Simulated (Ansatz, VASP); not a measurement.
## Two plane-wave programs on CdTe

```
Cd Te
1.0
     0.00000    3.20177    3.07567
     3.07567    0.00000    3.07567
     3.07567    3.20177    0.00000
Cd Te
1 1
Cartesian
  0.0000 0.0000 0.0000
  4.6135 4.8027 4.6135
```

Alike in both runs: task single point; functional LDA; k mesh 8 × 8 × 8; occupations gaussian, width 0.05 eV; no spin polarisation.

|  | VASP | Ansatz |
| --- | --- | --- |
| version | VASP 6.6.1 | Ansatz 0.2.0 |
| potentials or method | VASP PAW LDA potentials, release 64 (Cd, Te), cutoff 520 eV | scalar-relativistic, plane waves, PAW |
| valence electrons in the cell | 18 | 36 |

VASP gave:

| Property | Result |
| --- | --- |
| gap on the k mesh at the Fermi level (eV) | 0.86 |
| least direct gap on the mesh (eV) | 0.86 |
| pressure (GPa) | 5.0 |
| traceless stress, the component that is largest in VASP (GPa) | -0.42 |

Task: Which values does Ansatz return?

Result: gap on the k mesh at the Fermi level (eV): 0.81; least direct gap on the mesh (eV): 0.81; pressure (GPa): 4.6; traceless stress, the component that is largest in VASP (GPa): -0.43.

LDA's correlation is that of Perdew and Zunger in VASP and of Perdew and Wang (1992) in Ansatz. VASP's potentials hold 18 valence electrons a cell and Ansatz's 36, so a difference there can come from the potentials and not from the codes.

Neither program's run includes spin-orbit coupling.
